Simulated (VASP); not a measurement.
A run of VASP 6.6.1:

The input INCAR:

```
PREC = Accurate
ENCUT = 1330
EDIFF = 1E-6
ISMEAR = 0
SIGMA = 0.05
LREAL = False
LASPH = True
NELM = 120
ALGO = Normal
ISIF = 2
LWAVE = False
LCHARG = False
GGA = PE
NBANDS = 40
GGA_COMPAT = False
```

File KPOINTS:

```
regular mesh
0
Gamma
  10 10 10
```

Contents of POSCAR:

```
W3N4
1.0
    4.1220000000      0.0000000000      0.0000000000
    0.0000000000      4.1220000000      0.0000000000
    0.0000000000      0.0000000000      4.1220000000
W N
3 4
Direct
    0.5000000000      0.5000000000      0.0000000000
    0.0000000000      0.5000000000      0.5000000000
    0.5000000000      0.0000000000      0.5000000000
    0.5000000000      0.5000000000      0.5000000000
    0.5000000000      0.0000000000      0.0000000000
    0.0000000000      0.5000000000      0.0000000000
    0.0000000000      0.0000000000      0.5000000000
```

Potentials or basis: VASP PAW PBE potentials, release 64 (W_sv, N_h).

The run is started by

```sh
$ cat potpaw_PBE.64/W_sv/POTCAR potpaw_PBE.64/N_h/POTCAR > POTCAR
$ mpirun -np 1 vasp_std > vasp.out
```

Hardware: 1 thread of Intel(R) Xeon(R) 6975P-C (Granite Rapids) (shared host).

How long does it take, and how much memory?

Wall time 4.6 min on 1 thread of Intel(R) Xeon(R) 6975P-C (Granite Rapids) (shared host), peak memory 0.66 GiB. Counts: scf iterations 14, k points 56.
